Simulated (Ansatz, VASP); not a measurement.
One calculation of KCl, two programs

```xyz
2
Lattice="3.7562 0.0000 0.0000 0.0000 3.7562 0.0000 0.0000 0.0000 3.7562" Properties=species:S:1:pos:R:3 pbc="T T T"
K     0.0000    0.0000    0.0000
Cl    1.8781    1.8781    1.8781
```

Alike in both runs: task single point; functional PBE; k mesh 6 × 6 × 6; no spin polarisation.

|  | VASP | Ansatz |
| --- | --- | --- |
| version | VASP 6.6.1 | Ansatz 0.2.0 |
| potentials or method | VASP PAW PBE potentials, release 64 (K_sv, Cl) | plane waves, PAW |
| plane-wave cutoff (eV) | 520 | 420 |
| occupations | gaussian, width 0.01 eV | fixed |
| valence electrons in the cell | 16 | 16 |

```tsv
	VASP	Ansatz	Ansatz less VASP
gap on the k mesh at the Fermi level (eV)	5.08	5.09	+0.002
pressure (GPa)	1.4	1.4	-0.03
```
